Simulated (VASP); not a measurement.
# Cu (I4/mmm) in VASP: settings compared

Aim: see how the results for Cu move with the level of theory and the settings. Levels: PBEsol, RPBE+D4, revPBE+D3(BJ). Tasks: relaxation of cell and atoms, single point.

All numbers are computed with VASP 6.6.1; they aren't measurements. Logs are shortened: lines on timing, memory, paths and dates and some standing lists are left out, and cuts for length are marked.

## 1. The cell of the first run

Symmetry: I4/mmm, No. 139, tetragonal system. Conventional cell: a = 2.886 Å, b = 2.886 Å, c = 2.752 Å, α = 90.00°, β = 90.00°, γ = 90.00°. Within 3.2 Å of Cu (site symmetry 4/mmm) lie 14 Cu at 2.46 to 2.89 Å.

## 2. Relaxation of cell and atoms, PBEsol, target pressure 20 GPa, at which the enthalpy is minimised

The input, INCAR:

```
SYSTEM = Cu
  PREC = Accurate
  ENCUT = 600
  EDIFF = 1E-7
  ISMEAR = -1
  SIGMA = 0.05
  LREAL = .FALSE.
  LASPH = .TRUE.
  NELM = 60
  ALGO = Normal
  ISIF = 3
  LWAVE = .FALSE.
  LCHARG = .FALSE.
  GGA = PS
  IBRION = 2
  NSW = 80
  EDIFFG = -0.005
  PSTRESS = 200.0
```

The input, KPOINTS:

```
regular mesh
0
G
  13 13 13
  0 0 0
```

The input, POSCAR:

```
Cu
1.0
   -1.4427933200      1.4427933200      1.3760814500
    1.4427933200     -1.4427933200      1.3760814500
    1.4427933200      1.4427933200     -1.3760814500
Cu
1
Direct
    0.0000000000      0.0000000000      0.0000000000
```

Potentials or basis: VASP PAW PBE potentials, release 64 (Cu).

On the command line:

```
cat potpaw_PBE.64/Cu/POTCAR > POTCAR
mpirun -np 1 vasp_std > vasp.out
```

OUTCAR:

```text
SYSTEM = Cu
   PREC = Accurate
   ENCUT = 600
   EDIFF = 1E-7
   ISMEAR = -1
   LREAL = .FALSE.
   LASPH = .TRUE.
   NELM = 60
   ISIF = 3
   GGA = PS
   IBRION = 2
   NSW = 80
   EDIFFG = -0.005
   PSTRESS = 200.0

 ion  position               nearest neighbor table
   1  0.000  0.000  0.000-

  LATTYP: Found a body centered tetragonal cell.
 ALAT       =     2.8855866400
 C/A-ratio  =     0.9537620052

  Lattice vectors:

 A1 = (  -1.4427933200,   1.4427933200,   1.3760814500)
 A2 = (   1.4427933200,  -1.4427933200,   1.3760814500)
 A3 = (   1.4427933200,   1.4427933200,  -1.3760814500)

Analysis of symmetry for initial positions (statically):
=====================================================================
 Subroutine PRICEL returns:
 Original cell was already a primitive cell.

 Routine SETGRP: Setting up the symmetry group for a
 body centered tetragonal supercell.

 Subroutine GETGRP returns: Found 16 space group operations
 (whereof 16 operations were pure point group operations)
 out of a pool of 16 trial point group operations.

The static configuration has the point symmetry D_4h.

Analysis of symmetry for dynamics (positions and initial velocities):
=====================================================================
 Subroutine PRICEL returns:
 Original cell was already a primitive cell.

 Routine SETGRP: Setting up the symmetry group for a
 body centered tetragonal supercell.

 Subroutine GETGRP returns: Found 16 space group operations
 (whereof 16 operations were pure point group operations)
 out of a pool of 16 trial point group operations.

The dynamic configuration has the point symmetry D_4h.

 Subroutine INISYM returns: Found 16 space group operations
 (whereof 16 operations are pure point group operations),
 and found     1 'primitive' translations

----------------------------------------------------------------------------------------

                                     Primitive cell

  volume of cell :      11.4581

  direct lattice vectors                    reciprocal lattice vectors
    -1.442793320  1.442793320  1.376081450     0.000000000  0.346549983  0.363350585
     1.442793320 -1.442793320  1.376081450     0.346549983  0.000000000  0.363350585
     1.442793320  1.442793320 -1.376081450     0.346549983  0.346549983  0.000000000

  length of vectors
     2.461078074  2.461078074  2.461078074     0.502116060  0.502116060  0.490095685

  position of ions in fractional coordinates (direct lattice)
     0.000000000  0.000000000  0.000000000

  ion indices of the primitive-cell ions
   primitive index   ion index
                 1           1

----------------------------------------------------------------------------------------

 KPOINTS: regular mesh

Automatic generation of k-mesh.
 Grid dimensions read from file:
 generate k-points for:   13   13   13

 Generating k-lattice:

  Cartesian coordinates                     Fractional coordinates (reciprocal lattice)
     0.000000000  0.026657691  0.027950045     0.076923077 -0.000000000  0.000000000
     0.026657691  0.000000000  0.027950045    -0.000000000  0.076923077  0.000000000
     0.026657691  0.026657691  0.000000000     0.000000000  0.000000000  0.076923077

  Length of vectors
     0.038624312  0.038624312  0.037699668

  Shift w.r.t. Gamma in fractional coordinates (k-lattice)
     0.000000000  0.000000000  0.000000000

 Subroutine IBZKPT returns following result:
 ===========================================

 Found    196 irreducible k-points:

 Following reciprocal coordinates:
            Coordinates               Weight
  0.000000  0.000000  0.000000      1.000000
  0.076923  0.000000  0.000000      8.000000
  0.153846  0.000000  0.000000      8.000000
  0.230769 -0.000000  0.000000      8.000000
  0.307692  0.000000  0.000000      8.000000
  0.384615 -0.000000  0.000000      8.000000
[... 16 lines left out ...]
  0.384615  0.153846  0.000000     16.000000
  0.461538  0.153846  0.000000     16.000000
 [... further k-points ...]
   k-points           NKPTS =    196   k-points in BZ     NKDIM =    196   number of bands    NBANDS=      9
   number of dos      NEDOS =    301   number of ions     NIONS =      1
   total plane-waves  NPLWV =   8000
   dimension x,y,z NGX =    20 NGY =   20 NGZ =   20
   dimension x,y,z NGXF=    40 NGYF=   40 NGZF=   40
   ions per type =               1
   NGX,Y,Z   is equivalent  to a cutoff of  13.51, 13.51, 13.51 a.u.
   NGXF,Y,Z  is equivalent  to a cutoff of  27.02, 27.02, 27.02 a.u.
 SYSTEM =  Cu
   PREC   = accura    normal or accurate (medium, high low for compatibility)
   ISTART =      0    job   : 0-new  1-cont  2-samecut
   ICHARG =      2    charge: 1-file 2-atom 10-const
   ISPIN  =      1    spin polarized calculation?
   LNONCOLLINEAR =      F non collinear calculations
   LSORBIT =      F    spin-orbit coupling
   LASPH  =      T    aspherical Exc in radial PAW
   ENCUT  =  600.0 eV  44.10 Ry    6.64 a.u.   4.92  4.92  4.92*2*pi/ulx,y,z
   NELM   =     60;   NELMIN=  2; NELMDL= -5     # of ELM steps
   EDIFF  = 0.1E-06   stopping-criterion for ELM
   LREAL  =      F    real-space projection
   EDIFFG = -.5E-02   stopping-criterion for IOM
   NSW    =     80    number of steps for IOM
   IBRION =      2    ionic relax: 0-MD 1-quasi-New 2-CG
   NFREE  =      1    steps in history (QN), initial steepest desc. (CG)
   ISIF   =      3    stress and relaxation
   ISYM   =      2    0-nonsym 1-usesym 2-fastsym
   POTIM  = 0.5000    time-step for ionic-motion
   TEBEG  =    0.0;   TEEND  =   0.0 temperature during run
   PSTRESS=  200.0 pullay stress
   NELECT =      11.0000    total number of electrons
   NUPDOWN=      -1.0000    fix difference up-down
   EMIN   =  10.00;   EMAX   =-10.00  energy-range for DOS
   EFERMI =   0.00;   METHOD = LEGACY
   ISMEAR =    -1;   SIGMA  =   0.05  broadening in eV -4-tet -1-fermi 0-gaus
   EFERMI_NEDOS =   21; number of points for ismear=-14 and -15
   IALGO  =     38    algorithm
   IMIX   =      4    mixing-type and parameters
     AMIX     =   0.40;   BMIX     =  1.00
     AMIX_MAG =   1.60;   BMIX_MAG =  1.00
  volume/ion in A,a.u.               =      11.46        77.32
  Fermi-wavevector in a.u.,A,eV,Ry     =   1.614984  3.051878 35.486359  2.608174
  Thomas-Fermi vector in A             =   2.709805
   LORBIT       =      0    0 simple, 1 ext, 2 COOP (PROOUT), +10 PAW based schemes
   GGA     = PS    functional components
   LHFCALC =     F    Hartree Fock is set to
   AEXX    =    0.0000 exact exchange contribution
   IVDW    =     0    specifies the selected vdW correction
   LEPSILON=     F    determine dielectric tensor
   LRPA    =     F    only Hartree local field effects (RPA)
 conjugate gradient relaxation of ions
 non-spin polarized calculation
  energy-cutoff  :      600.00
  volume of cell :       11.46
 maximum number of plane-waves:       400
   NGX =  9   NGY =  9   NGZ =  9

--------------------------------------- Ionic step        1  -------------------------------------------

 number of electron      11.0000000 magnetization

 Free energy of the ion-electron system (eV)
  ---------------------------------------------------
  ext. energy  EPLUGINS =         0.00000000
  ---------------------------------------------------
  free energy    TOTEN  =        -4.27631050 eV

  energy without entropy =       -4.27370802  energy(sigma->0) =       -4.27500926

------------------------ aborting loop because EDIFF is reached ----------------------------------------

  FORCE on cell =-STRESS in cart. coord.  units (eV):
  Direction    XX          YY          ZZ          XY          YZ          ZX
  --------------------------------------------------------------------------------------
  -------------------------------------------------------------------------------------
  Total       -0.0407996     -0.0407996     -0.0474060      0.0000000      0.0000000      0.0000000
  in kB       -5.7049763     -5.7049763     -6.6287538      0.0000000      0.0000000      0.0000000
  external PRESSURE =    -206.0129021 kB  Pullay stress =     200.0000000 kB
[... 22 lines left out ...]
  enthalpy is  TOTEN    =        -2.8459951777 eV   P V=        1.4303153217

--------------------------------------- Ionic step        2  -------------------------------------------

 number of electron      11.0000001 magnetization

 E-fermi :  10.9202     XC(G=0): -14.4477

 val. band max:       10.8805452371   @ k =   0.4615   0.0769   0.0000
 cond. band min:      10.9958507648   @ k =  -0.3077   0.4615   0.0769
 fundamental gap:      0.1153055277
 Fermi energy:        10.9201624074

 k-point     1 :       0.0000    0.0000    0.0000
  band No.  band energies     occupation
      1      -0.5233      2.00000
      2       6.7532      2.00000
      3       7.0326      2.00000
      4       7.0326      2.00000
      5       8.2407      2.00000
      6       8.5336      2.00000
      7      37.9374      0.00000
      8      37.9374      0.00000
      9      39.3061      0.00000
[... 341 lines left out ...]
  FREE ENERGIE OF THE ION-ELECTRON SYSTEM (eV)
  ---------------------------------------------------
  free  energy   TOTEN  =        -4.2199438566 eV

  energy  without entropy=       -4.2176904706  energy(sigma->0) =       -4.21881716

  enthalpy is  TOTEN    =        -2.9235616688 eV   P V=        1.2963821878

[... ionic steps 4 to 14 ...]

--------------------------------------- Ionic step       15  -------------------------------------------

 number of electron      11.0000004 magnetization

------------------------ aborting loop because EDIFF is reached ----------------------------------------

  FORCE on cell =-STRESS in cart. coord.  units (eV):
  Direction    XX          YY          ZZ          XY          YZ          ZX
  --------------------------------------------------------------------------------------
  -------------------------------------------------------------------------------------
  Total        1.3004485      1.3004485      1.3054190      0.0000000     -0.0000000      0.0000000
  in kB      201.4408018    201.4408018    202.2107394      0.0000000     -0.0000000      0.0000000
  external PRESSURE =       1.6974476 kB  Pullay stress =     200.0000000 kB
[... 59 lines left out ...]
  enthalpy is  TOTEN    =        -2.9240956556 eV   P V=        1.2920616205

--------------------------------------- Ionic step       17  -------------------------------------------

 number of electron      11.0000005 magnetization

 Free energy of the ion-electron system (eV)
  ---------------------------------------------------
  ext. energy  EPLUGINS =         0.00000000
  ---------------------------------------------------
  free energy    TOTEN  =        -4.21625858 eV

  energy without entropy =       -4.21370818  energy(sigma->0) =       -4.21498338

 E-fermi :   9.0965     XC(G=0): -13.6980

 val. band max:        9.0277611396   @ k =  -0.1538   0.4615   0.0769
 cond. band min:       9.1012614109   @ k =  -0.1538  -0.3846   0.0769
 fundamental gap:      0.0735002713
 Fermi energy:         9.0964852580

 k-point     1 :       0.0000    0.0000    0.0000
  band No.  band energies     occupation
      1      -1.2908      2.00000
      2       5.5421      2.00000
      3       5.6229      2.00000
      4       5.6229      2.00000
      5       6.7890      2.00000
      6       6.8737      2.00000
      7      35.3210      0.00000
      8      35.3210      0.00000
      9      35.7473      0.00000
[... 304 lines left out ...]
  FREE ENERGIE OF THE ION-ELECTRON SYSTEM (eV)
  ---------------------------------------------------
  free  energy   TOTEN  =        -4.2162585805 eV

  energy  without entropy=       -4.2137081827  energy(sigma->0) =       -4.21498338

  enthalpy is  TOTEN    =        -2.9240956295 eV   P V=        1.2921629510

 reached required accuracy - stopping structural energy minimisation
```

It took 99 s on 1 thread of Intel Xeon Platinum 8488C (Sapphire Rapids), shared host; peak memory 0.16 GiB.

What came out:

- Free energy: -4.2163 eV
- Relaxed volume: 10.35 Å³/atom
- Relaxed cell: a = 2.378 Å, b = 2.378 Å, c = 2.378 Å, α = 109.02°, β = 109.02°, γ = 110.38°
- Space group after relaxing (to 0.05 Å): I4/mmm (No. 139)
- Energy change on relaxing (the enthalpy is what falls): +60.1 meV/atom
- Ionic steps: 17
- Pressure after relaxing: 20.0 GPa

Stress tensor (GPa, compression positive):
```
19.97  0.00  0.00
 0.00 19.97  0.00
 0.00  0.00 20.05
```

The path:
```csv
step,energy change (eV),largest force (eV/Å),pressure (GPa),volume (Å³)
1,0.0000,0.0000,-0.60,11.46
2,0.3387,0.0000,60.49,9.18
3,0.0564,0.0000,19.34,10.39
4,0.0591,0.0000,19.84,10.36
5,0.0618,0.0000,20.37,10.34
6,0.0577,0.0000,19.60,10.37
7,0.0575,0.0000,19.56,10.38
8,0.0579,0.0000,19.62,10.37
9,0.0591,0.0000,19.86,10.36
10,0.0619,0.0000,20.35,10.34
11,0.0573,0.0000,19.44,10.37
12,0.0597,0.0000,19.93,10.35
13,0.0596,0.0000,19.90,10.35
14,0.0597,0.0000,19.90,10.35
15,0.0611,0.0000,20.17,10.34
16,0.0602,0.0000,20.03,10.35
17,0.0601,0.0000,20.00,10.35
```

Final structure:
```cif
data_structure
_symmetry_space_group_name_H-M 'P 1'
_symmetry_Int_Tables_number 1
_cell_length_a 2.3781
_cell_length_b 2.3781
_cell_length_c 2.3781
_cell_angle_alpha 109.017
_cell_angle_beta 109.017
_cell_angle_gamma 110.384
_cell_volume 10.35
loop_
_atom_site_label
_atom_site_type_symbol
_atom_site_fract_x
_atom_site_fract_y
_atom_site_fract_z
_atom_site_occupancy
Cu1 Cu 0.00000 0.00000 0.00000 1
```

Caveat: the cell is relaxed towards a set pressure, so the enthalpy falls and the energy may rise; the PAW data sets were made with another functional, which shifts forces and pressure a little.

## 3. Relaxation of cell and atoms, PBEsol, target pressure 30 GPa, at which the enthalpy is minimised

The input, INCAR:

```
SYSTEM = Cu
ALGO = Normal ; EDIFF = 1E-6
EDIFFG = -0.005 ; ENCUT = 600
GGA = PS ; IBRION = 2
ISIF = 3 ; ISMEAR = -1
LASPH = .True. ; LCHARG = .False.
LREAL = .False. ; LWAVE = .False.
NELM = 100 ; NSW = 80
PREC = Accurate ; PSTRESS = 300.0
SIGMA = 0.05
```

The input, KPOINTS:

```
k-points
0
Gamma
  13 13 13
  0 0 0
```

POSCAR is that of step 2.

Potentials or basis: VASP PAW PBE potentials, release 64 (Cu).

On the command line:

```
cat potpaw_PBE.64/Cu/POTCAR > POTCAR
mpirun -np 1 vasp_std > vasp.out
```

It took 78 s on 1 thread of Intel Xeon Platinum 8488C (Sapphire Rapids), shared host; peak memory 0.16 GiB.

The run converged. Its results:

| Property | Result |
| --- | --- |
| Free energy | -4.1598 eV |
| Relaxed volume | 9.99 Å³/atom |
| Relaxed cell | a = 2.350 Å, b = 2.350 Å, c = 2.350 Å, α = 109.39°, β = 109.39°, γ = 109.63° |
| Space group after relaxing (to 0.05 Å) | Im-3m (No. 229) |
| Energy change on relaxing (the enthalpy is what falls) | +116.5 meV/atom |
| Ionic steps | 13 |
| Pressure after relaxing | 29.9 GPa |

The path:
```tsv
step	energy change (eV)	largest force (eV/Å)	pressure (GPa)	volume (Å³)
1	0.0000	0.0000	-0.61	11.46
2	0.8834	0.0000	122.30	8.20
3	0.1036	0.0000	27.35	10.06
4	0.1158	0.0000	29.75	10.00
5	0.1211	0.0000	30.68	9.97
6	0.1108	0.0000	29.15	10.02
7	0.1130	0.0000	29.43	10.01
8	0.1137	0.0000	29.54	10.00
9	0.1163	0.0000	29.95	9.99
10	0.1229	0.0000	30.99	9.95
11	0.1207	0.0000	30.69	9.96
12	0.1128	0.0000	29.35	10.01
13	0.1165	0.0000	29.94	9.99
```

Final structure:
```yaml
crystal:
  lattice:
    - [-1.35795, 1.35795, 1.35385]
    - [1.35795, -1.35795, 1.35385]
    - [1.35795, 1.35795, -1.35385]
  atoms:
    - { symbol: Cu, position: [0.00000, 0.00000, 0.00000] }
```

Levels at points of the mesh, in eV from the Fermi level:
| k point | band 4 | band 5 | band 6 | band 7 | band 8 | band 9 |
| --- | --- | --- | --- | --- | --- | --- |
| (0.00, 0.00, 0.00) | -3.62 | -2.33 | -2.32 | 26.70 | 26.70 | 26.78 |

Caveat: the cell is relaxed towards a set pressure, so the enthalpy falls and the energy may rise; the PAW data sets were made with another functional, which shifts forces and pressure a little.

[end of part 1 of 2]
